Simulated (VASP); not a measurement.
# Ga16P16H (a cell with a defect): single point with PBE

The system is Ga16P16H (a cell with a defect).

```xyz
33
Lattice="5.5051 5.5051 -5.5051 -5.5051 -5.5051 -5.5051 -5.5051 5.5051 5.5051" Properties=species:S:1:pos:R:3 pbc="T T T"
Ga   -2.7526    0.0280   -2.7526
Ga    0.0000    2.7526   -2.7526
Ga    2.7526    5.5051   -2.7526
Ga   -2.7526    5.4771   -2.7526
Ga   -5.5024   -0.0027   -0.0027
Ga   -2.7526    2.7526    0.0000
Ga   -0.0027    5.5078   -0.0027
Ga   -2.7526    2.7526   -5.5051
Ga   -0.0280    2.7526   -8.2577
Ga   -0.0027   -0.0027   -5.5024
Ga    2.7526    2.7526   -5.4771
Ga   -5.4771    2.7526    2.7526
Ga   -8.2577    0.0000   -2.7526
Ga   -5.5051    2.7526   -2.7526
Ga    0.0027    0.0027    0.0027
Ga   -2.7526   -2.7526   -5.5331
P    -1.4027   -1.4027   -4.1024
P     1.3693    1.3693   -4.1219
P     4.1358    4.1358   -4.1219
P    -1.3693    4.1219   -4.1358
P    -4.1024   -1.4027   -1.4027
P    -1.3693    1.3832   -1.3693
P     1.3693    4.1358   -1.3832
P    -1.3832    1.3693   -6.8744
P    -4.1024   -4.1024   -4.1024
P    -4.1358    4.1219   -1.3693
P    -1.4027    6.9078   -1.4027
P    -4.1219    1.3693    1.3693
P    -1.3832    4.1358    1.3693
P    -4.1358    1.3832   -4.1358
P    -4.1219    4.1358    4.1358
P    -6.8744    1.3693   -1.3832
H    -2.7526   -2.7526   -2.7526
```

This cell differs from its parent crystal: with an interstitial atom, then relaxed in part.

```json
{"Program": "VASP 6.6.1", "Task": "single point", "Functional": "PBE", "Potentials or basis": "VASP PAW PBE potentials, release 64 (Ga_d, P, H)", "Cutoff": "520 eV", "k mesh": "2 × 2 × 2", "Occupations": "gaussian, width 0.01 eV", "Spin": "no spin polarisation", "Dipole correction": "no", "Charge": "1", "Further INCAR settings": "LREAL = Auto; ALGO = Normal; EDIFF = 1e-06; NBANDS = 166; NELECT = 288.0"}
```

The largest force is 0.010 eV/Å.

Forces in eV/Å, atoms in the order of the input:
```
Ga   0.000 -0.007  0.000
Ga   0.000  0.000  0.000
Ga   0.000  0.000  0.000
Ga   0.000  0.007  0.000
Ga  -0.006  0.006  0.006
Ga   0.000  0.000  0.000
Ga   0.006 -0.006  0.006
Ga   0.000  0.000  0.000
Ga   0.007  0.000  0.000
Ga   0.006  0.006 -0.006
Ga   0.000  0.000 -0.007
Ga  -0.007  0.000  0.000
Ga   0.000  0.000  0.000
Ga   0.000  0.000  0.000
Ga  -0.006 -0.006 -0.006
Ga   0.000  0.000  0.007
P   -0.002 -0.002  0.002
P   -0.005 -0.005 -0.002
P    0.005  0.005 -0.002
P    0.005  0.002 -0.005
P    0.002 -0.002 -0.002
P    0.005 -0.002  0.005
P   -0.005  0.005  0.002
P    0.002 -0.005  0.005
P    0.002  0.002  0.002
P   -0.005  0.002  0.005
P   -0.002  0.002 -0.002
P   -0.002 -0.005 -0.005
P    0.002  0.005 -0.005
P   -0.005 -0.002 -0.005
P   -0.002  0.005  0.005
P    0.005 -0.005  0.002
H    0.000  0.000  0.000
```

Levels at points of the mesh, in eV from the Fermi level:
| k point | band 140 | band 141 | band 142 | band 143 | band 144 | band 145 | band 146 | band 147 | band 148 | band 149 |
| --- | --- | --- | --- | --- | --- | --- | --- | --- | --- | --- |
| (0.00, 0.00, 0.00) | -1.13 | -1.12 | -0.10 | 0.00 | 0.00 | 0.00 | 1.60 | 1.76 | 1.76 | 1.76 |
| (0.50, 0.00, 0.00) | -1.34 | -1.30 | -1.27 | -0.26 | -0.25 | 0.30 | 2.25 | 2.35 | 2.63 | 2.69 |
| (0.50, 0.50, 0.50) | -1.07 | -1.07 | -1.06 | -1.06 | -1.06 | -0.35 | 1.62 | 1.62 | 1.62 | 1.83 |

Wall time 8.4 min on 1 thread of Intel(R) Xeon(R) 6975P-C (Granite Rapids), on a shared host, peak memory 0.85 GiB.

Caveat: the k points lie up to 0.40 Å⁻¹ apart; the cell carries a net charge on a neutralising background, which shifts energy and pressure; the cell differs from its parent crystal (with an interstitial atom, then relaxed in part); the cell is charged against a uniform background, so pressure and absolute levels hang on convention.
